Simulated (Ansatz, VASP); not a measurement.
One calculation of MgZn3O4, two programs

File INCAR:

```
ALGO     = Normal         # electronic algorithm
EDIFF    = 1E-6           # SCF threshold, eV
ENCUT    = 520            # plane-wave cutoff, eV
GGA      = PS             # functional
ISIF     = 2              # what is computed and relaxed
ISMEAR   = 0              # smearing method
LASPH    = True           # aspherical terms in the spheres
LCHARG   = False          # write CHGCAR
LREAL    = False          # projectors in reciprocal space
LWAVE    = False          # write WAVECAR
NBANDS   = 41             # bands
NELM     = 80             # most SCF steps
PREC     = Accurate       # precision mode
SIGMA    = 0.05           # smearing width, eV
```

The input KPOINTS:

```
k-points
0
Gamma
  8 6 8
```

The input POSCAR:

```
MgZn3O4
1.0
    0.0000000000      3.2544174600      0.0000000000
   -2.6711651497      0.0000000000      4.9395585555
    5.8978414162     -1.6272087300      0.0000000000
Mg Zn O
1 3 4
Direct
    0.2513161900      0.9199541500      0.5026323800
    0.7506309500      0.4157215400      0.5012619000
    0.4992668100      0.8301920000      0.9985336200
    0.9998360800      0.3351350900      0.9996721600
    0.0613617200      0.7288743100      0.1227234400
    0.5584937700      0.2251075800      0.1169875400
    0.8087079000      0.1400168100      0.6174158000
    0.3083455900      0.6429155400      0.6166911800
```

Input for Ansatz:

```yaml
crystal:
  lattice:
    - [0.0, 3.25441746, 0.0]
    - [-2.6711651497, 0.0, 4.9395585555]
    - [5.8978414162, -1.62720873, 0.0]
  atoms:
    - { symbol: Mg, position: [0.25131619, 0.91995415, 0.50263238] }
    - { symbol: Zn, position: [0.75063095, 0.41572154, 0.5012619] }
    - { symbol: Zn, position: [0.49926681, 0.830192, 0.99853362] }
    - { symbol: Zn, position: [0.99983608, 0.33513509, 0.99967216] }
    - { symbol: O, position: [0.06136172, 0.72887431, 0.12272344] }
    - { symbol: O, position: [0.55849377, 0.22510758, 0.11698754] }
    - { symbol: O, position: [0.8087079, 0.14001681, 0.6174158] }
    - { symbol: O, position: [0.30834559, 0.64291554, 0.61669118] }
basis:
  ecutwfc: 420
  fft_grid_basis: typed
kpoints:
  mp_grid: { grid: [8, 6, 8] }
hamiltonian:
  xc: pbesol
  pseudopotentials: { kind: paw }
scf:
  occupations: { method: gaussian, width: 0.05 }
output:
  forces: true
  stress: true
  eigenvalues: true
  bader: true
  write_density: true
  volumetric_format: npy
```

Alike in both runs: task single point; functional PBEsol; k mesh 8 × 6 × 8; occupations gaussian, width 0.05 eV; no spin polarisation.

|  | VASP | Ansatz |
| --- | --- | --- |
| version | VASP 6.6.1 | Ansatz 0.2.0 |
| potentials or method | VASP PAW PBE potentials, release 64 (Mg, Zn, O), cutoff 520 eV | scalar-relativistic, plane waves, PAW |
| valence electrons in the cell | 62 | 70 |

|  | VASP | Ansatz | Ansatz less VASP |
| --- | --- | --- | --- |
| gap on the k mesh at the Fermi level (eV) | 1.24 | 1.25 | +0.012 |
| pressure (GPa) | 0.0 | -0.6 | -0.61 |
| traceless stress, the component that is largest in VASP (GPa) | 0.10 | 0.10 | +0.001 |
| rms of the force components (eV/Å) | 0.023 | 0.046 | +0.0224 |

VASP's potentials were made for PBE, not for PBEsol. Atom by atom the forces differ by 0.024 eV/Å (rms over components). With one functional, cell and mesh, what is left measures potentials, basis and numerics. VASP's potentials hold 62 valence electrons a cell and Ansatz's 70, so a difference there can come from the potentials and not from the codes.
